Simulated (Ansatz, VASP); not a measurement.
# Two plane-wave programs on ZnO

```
Zn O
1.0
     3.37136    0.00000    0.00000
    -1.68568    2.91969    0.00000
     0.00000    0.00000    5.53091
Zn O
2 2
Direct
  0.33333 0.66667 0.00034
  0.66667 0.33333 0.50034
  0.33333 0.66667 0.37466
  0.66667 0.33333 0.87466
```

Alike in both runs: task relaxation of cell and atoms; functional r2SCAN; k mesh 6 × 6 × 4; occupations gaussian, width 0.1 eV; no spin polarisation.

|  | VASP | Ansatz |
| --- | --- | --- |
| version | VASP 6.6.1 | Ansatz 0.2.0 |
| potentials or method | VASP PAW PBE potentials, release 64 (Zn, O), cutoff 600 eV | scalar-relativistic, plane waves, PAW |
| valence electrons in the cell | 36 | 36 |

VASP gave:

- gap on the k mesh at the Fermi level, each at its own relaxed structure (eV): 1.22
- relaxed volume (Å³/atom): 11.85
- relaxed cell length with the largest relative difference (Å): 5.262

Problem. Estimate Ansatz's values.

Solution. gap on the k mesh at the Fermi level, each at its own relaxed structure (eV): 1.24; relaxed volume (Å³/atom): 11.81; relaxed cell length with the largest relative difference (Å): 5.211.

VASP's potentials were made for PBE, not for r2SCAN.
